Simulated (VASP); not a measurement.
Here is a VASP 6.6.1 calculation.

Contents of INCAR:

```
  PREC = Accurate
  ENCUT = 520
  EDIFF = 1E-6
  ISMEAR = 0
  SIGMA = 0.1
  LREAL = F
  LASPH = T
  NELM = 60
  ALGO = Fast
  ISIF = 2
  LWAVE = F
  LCHARG = T
  GGA = PS
  LELF = T
  LVHAR = T
  NBANDS = 26
```

File KPOINTS:

```
Automatic mesh
0
Gamma
  6 6 1
```

Contents of POSCAR:

```
Cs
1.0
    4.7713738622      0.0000000000      0.0000000000
   -2.3856869311      4.1321309757      0.0000000000
    0.0000000000      0.0000000000     16.6481189474
Cs
4
Direct
    0.0000000000      0.0000000000      0.0000000000
    0.3333333300      0.6666666700      0.2500000000
    0.0000000000      0.0000000000      0.5000000000
    0.6666666700      0.3333333300      0.7500000000
```

Potentials or basis: VASP PAW PBE potentials, release 64 (Cs_sv).

Command:

```bash
$ cat potpaw_PBE.64/Cs_sv/POTCAR > POTCAR
$ mpirun -np 1 vasp_std > vasp.out
```

Q: Estimate the band gap on the k mesh.

A: Zero (bands 18 and 19 overlap by 2.01 eV).

Q: Estimate the pressure.

A: 0.9 GPa.

Stress tensor (GPa, compression positive):
```
1.02 0.00 0.00
0.00 1.02 0.00
0.00 0.00 0.53
```

Caveat: the k points lie up to 0.38 Å⁻¹ apart, too coarse for converged energies and pressures of a metal; the cell differs from its parent crystal (Na replaced by Cs, lengths x 1.282, strained); the PAW data sets were made with another functional, which shifts forces and pressure a little; spin-orbit coupling is left out, which moves the levels of the heavy elements.
